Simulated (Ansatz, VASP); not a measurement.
**Tl2S in VASP and in Ansatz**

File INCAR:

```
ALGO = Normal
DIPOL = 0.5 0.5 0.500
EDIFF = 1E-7
ENCUT = 520
GGA = PE
IDIPOL = 3
ISIF = 2
ISMEAR = 0
LASPH = True
LCHARG = True
LDIPOL = True
LELF = True
LREAL = False
LVACPOTAV = True
LVHAR = True
LWAVE = False
NBANDS = 23
NELM = 100
PREC = Accurate
SIGMA = 0.1
```

File KPOINTS:

```
k-points
0
Gamma
  3 3 1
```

Contents of POSCAR:

```
Tl2S
1.0
    6.1874190000      0.0000000000      0.0000000000
   -3.0937100000      5.3584620000      0.0000000000
    0.0000000000      0.0000000000     14.0000000000
Tl S
2 1
Direct
    0.3333333300      0.6666666700      0.5000000000
    0.6666666700      0.3333333300      0.5000000000
    0.0000000000      0.0000000000      0.5000000000
```

Input for Ansatz:

```yaml
crystal:
  lattice:
    - [6.187419, 0.0, 0.0]
    - [-3.09371, 5.358462, 0.0]
    - [0.0, 0.0, 14.0]
  atoms:
    - { symbol: Tl, position: [0.33333333, 0.66666667, 0.5] }
    - { symbol: Tl, position: [0.66666667, 0.33333333, 0.5] }
    - { symbol: S, position: [0.0, 0.0, 0.5] }
  periodic: [true, true, false]
basis:
  ecutwfc: 420
kpoints:
  mp_grid: { grid: [3, 3, 1] }
hamiltonian:
  xc: pbe
scf:
  occupations: { method: gaussian, width: 0.1 }
  lower_state_search: "off"
output:
  forces: true
  stress: true
  eigenvalues: true
```

Alike in both runs: task single point; functional PBE; k mesh 3 × 3 × 1; occupations gaussian, width 0.1 eV; no spin polarisation.

|  | VASP | Ansatz |
| --- | --- | --- |
| version | VASP 6.6.1 | Ansatz 0.2.0 |
| potentials or method | VASP PAW PBE potentials, release 64 (Tl_d, S), cutoff 520 eV | scalar-relativistic, plane waves, PAW |
| valence electrons in the cell | 32 | 32 |

Ansatz gave:

* gap on the k mesh at the Fermi level (eV): 0.78
* least direct gap on the mesh (eV): 0.78

Estimate VASP's values.

gap on the k mesh at the Fermi level (eV): 0.79; least direct gap on the mesh (eV): 0.79.

Ansatz's warnings: slab cell height set.

Neither program's run includes spin-orbit coupling.
